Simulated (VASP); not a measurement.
# V: single point with PBEsol

The system is V.

```
V
1.0
    -1.48263    1.48263    1.48263
     1.48263   -1.48263    1.48263
     1.48263    1.48263   -1.48263
V
1
Direct
  0.00000 0.00000 0.00000
```

- Program: VASP 6.6.1
- Task: single point
- Functional: PBEsol
- Potentials or basis: VASP PAW PBE potentials, release 64 (V_sv)
- Cutoff: 520 eV
- k mesh: 10 × 10 × 10
- Occupations: gaussian, width 0.1 eV
- Spin: no spin polarisation

```yaml
Pressure: 0.2 GPa
```

Levels at points of the mesh, in eV from the Fermi level:
| k point | band 4 | band 5 | band 6 | band 7 | band 8 | band 9 |
| --- | --- | --- | --- | --- | --- | --- |
| (0.00, 0.00, 0.00) | -36.82 | -6.66 | 0.39 | 0.39 | 0.39 | 2.48 |
| (0.50, 0.00, 0.00) | -36.83 | -3.31 | -1.22 | 1.77 | 2.49 | 2.86 |
| (0.50, 0.50, 0.50) | -37.50 | -3.17 | -3.17 | 3.87 | 3.87 | 3.87 |

Wall time 7.8 s on 1 thread of Intel Xeon 8259CL, with other jobs on the host, peak memory 0.13 GiB.

Caveat: the PAW data sets were made with another functional, which shifts forces and pressure a little.
